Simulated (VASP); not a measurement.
**TaN: electric field gradients with PBEsol**

Crystal: TaN.

```xyz
2
Lattice="2.9282 0.0000 0.0000 -1.4641 2.5359 0.0000 0.0000 0.0000 2.8734" Properties=species:S:1:pos:R:3 pbc="T T T"
Ta    0.0000    1.6906    1.4367
N     0.0000    0.0000    0.0000
```

This cell differs from its parent crystal: volume scaled by 0.99.

```yaml
Program: VASP 6.6.1
Task: electric field gradients
Functional: PBEsol
Potentials_or_basis: VASP PAW PBE potentials, release 64 (Ta_pv, N)
Cutoff: 520 eV
k_mesh: 12 × 12 × 10
Occupations: fermi-dirac, width 0.02 eV
Spin: no spin polarisation
Dipole_correction: no
Further_INCAR_settings: ALGO = Normal; EDIFF = 1e-08; NBANDS = 15
```

The pressure is -0.5 GPa and the band gap on the k mesh is zero (band 8 reaches 8.60 eV, above the bottom of band 9 at 8.09 eV).

Stress tensor (GPa, compression positive):
```
-0.62  0.00  0.00
 0.00 -0.62  0.00
 0.00  0.00 -0.30
```

Levels at points of the mesh, in eV from the Fermi level:
| k point | band 4 | band 5 | band 6 | band 7 | band 8 | band 9 | band 10 | band 11 | band 12 | band 13 |
| --- | --- | --- | --- | --- | --- | --- | --- | --- | --- | --- |
| (0.00, 0.00, 0.00) | -17.91 | -4.71 | -4.71 | -4.37 | -3.02 | 2.19 | 3.54 | 3.54 | 3.94 | 3.94 |
| (0.50, 0.00, 0.00) | -15.55 | -8.47 | -5.35 | -3.64 | -3.28 | 2.93 | 4.00 | 5.17 | 5.28 | 7.42 |
| (0.00, 0.00, 0.50) | -15.16 | -9.55 | -3.88 | -3.88 | -0.21 | -0.21 | 2.37 | 3.23 | 3.23 | 8.13 |
| (0.50, 0.00, 0.50) | -15.88 | -7.50 | -6.34 | -5.85 | -0.43 | 4.13 | 5.34 | 6.06 | 7.08 | 10.19 |

Electric field gradients, principal values (V/Å²):
| atom | least | middle | greatest (by size) |
| --- | --- | --- | --- |
| 1 Ta | -9.028 | -9.029 | 18.056 |
| 2 N | -0.113 | -0.116 | 0.229 |

Run time: 54 s on 1 thread of AMD EPYC 7R13, with other jobs on the host, peak memory 0.14 GiB.

Caveat: without QUAD_EFG the Cq values of the log hold for a quadrupole moment of 1 mb, not for the nuclei; the PAW data sets were made with another functional, which shifts forces and pressure a little; spin-orbit coupling is left out, which moves the levels of the heavy elements.
